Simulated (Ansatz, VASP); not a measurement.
## YTl in VASP and in Ansatz

```
CELL_PARAMETERS angstrom
3.77584 0.00000 0.00000
0.00000 3.77584 0.00000
0.00000 0.00000 3.77584
ATOMIC_POSITIONS crystal
Y 0.50000 0.50000 0.50000
Tl 0.00000 0.00000 0.00000
```

Change from the starting cell: volume scaled by 1.02, PAW files.

Alike in both runs: task electric field gradients; functional LDA; k mesh 11 × 11 × 11; occupations fermi-dirac, width 0.08 eV; no spin polarisation.

```csv
,VASP,Ansatz
version,VASP 6.6.1,Ansatz 0.2.0
potentials or method,"VASP PAW LDA potentials, release 64 (Y_sv, Tl_d)","PAW with Ansatz's default frozen-core files, scalar-relativistic"
plane-wave cutoff (eV),520,420
valence electrons in the cell,24,24
```

|  | VASP | Ansatz | Ansatz less VASP |
| --- | --- | --- | --- |
| pressure (GPa) | -4.0 | -4.0 | -0.06 |

LDA's correlation is that of Perdew and Zunger in VASP and of Perdew and Wang (1992) in Ansatz.

Spin-orbit coupling is off throughout.
